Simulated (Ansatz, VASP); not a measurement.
# One calculation of AlNi, two programs

File INCAR:

```
PREC     = Accurate       # precision mode
ENCUT    = 520            # plane-wave cutoff, eV
EDIFF    = 1E-7           # SCF threshold, eV
ISMEAR   = 0              # smearing method
SIGMA    = 0.15           # smearing width, eV
LREAL    = False          # projectors in reciprocal space
LASPH    = True           # aspherical terms in the spheres
NELM     = 100            # most SCF steps
ALGO     = Fast           # electronic algorithm
ISIF     = 2              # what is computed and relaxed
LWAVE    = False          # write WAVECAR
LCHARG   = False          # write CHGCAR
GGA      = PS             # functional
NBANDS   = 14             # bands
```

Contents of KPOINTS:

```
Automatic mesh
0
Gamma
  16 16 16
```

POSCAR

```
AlNi
1.0
    2.0211996418     -2.0211459310      0.0000000000
    2.0211996418      2.0211459310      0.0000000000
    0.0000000000      0.0000000000      2.8688666946
Al Ni
1 1
Direct
    0.0000000000      0.0000000000     -0.0331141214
    0.5000000000      0.5000000000      0.5152226646
```

Input for Ansatz:

```yaml
crystal:
  lattice:
    - [2.0211996418, -2.021145931, 0.0]
    - [2.0211996418, 2.021145931, 0.0]
    - [0.0, 0.0, 2.8688666946]
  atoms:
    - { symbol: Al, position: [0.0, 0.0, -0.0331141214] }
    - { symbol: Ni, position: [0.5, 0.5, 0.5152226646] }
basis:
  ecutwfc: 520.0
kpoints:
  mp_grid: { grid: [16, 16, 16] }
hamiltonian:
  xc: pbesol
  pseudopotentials: { kind: paw, azcp: { folder: soft_1 } }
scf:
  occupations: { method: gaussian, width: 0.15 }
output:
  forces: true
  stress: true
  eigenvalues: true
```

Change from the starting cell: mode 4 frozen in at +0.000 Å and mode 6 at -0.095 Å (largest displacements).

Alike in both runs: task single point; functional PBEsol; k mesh 16 × 16 × 16; occupations gaussian, width 0.15 eV; no spin polarisation.

|  | VASP | Ansatz |
| --- | --- | --- |
| version | VASP 6.6.1 | Ansatz 0.2.0 |
| potentials or method | VASP PAW PBE potentials, release 64 (Al, Ni), cutoff 520 eV | scalar-relativistic, plane waves, PAW |
| valence electrons in the cell | 13 | 21 |

```tsv
	VASP	Ansatz	Ansatz less VASP
gap on the k mesh at the Fermi level (eV)	none	none	-
pressure (GPa)	1.5	1.3	-0.17
traceless stress, the component that is largest in VASP (GPa)	-0.92	-0.90	+0.015
rms of the force components (eV/Å)	0.502	0.498	-0.0039
```

VASP's potentials were made for PBE, not for PBEsol, and Ansatz warns of the same on its side. Atom by atom the forces differ by 0.004 eV/Å (rms over components). A gap of «none» marks a metal or a gap that the smearing closes. VASP's potentials hold 13 valence electrons a cell and Ansatz's 21, so a difference there can come from the potentials and not from the codes. Ansatz's warnings: near symmetry operations not taken.
